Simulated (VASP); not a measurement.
Runs of VASP 6.6.1 on ScGa3. The structure is that of space group Pm-3m (No. 221), or close to it. The cells are those of the table. 

```csv
task,cell,gap on the mesh (eV),pressure (GPa)
single point,"a = 4.040 Å, 4 atoms",none,-2.2
electric field gradients,"a = 4.175 Å, 4 atoms",none,-8.7
single point,"a = 4.122 Å, 4 atoms",none,(a)
electric field gradients,"a = 4.040 Å, 4 atoms",none,-2.2
single point,"a = 4.095 Å, angles 89.4°, 4 atoms",none,-5.2
```

Alike in all rows: level LDA; potentials or basis VASP PAW LDA potentials, release 64 (Sc_sv, Ga_d); no spin polarisation; k mesh 9 × 9 × 9; cutoff (eV) 520; smearing fermi-dirac 0.05 eV.

Task: Estimate the missing entries.

Result: (a) -6.5.

Caveats: the cell stands under tension (at least some runs).

A k mesh can miss the band edges, and the runs leave out spin-orbit coupling on Ga.

A gap of «none» marks levels without a gap at the run's occupations.
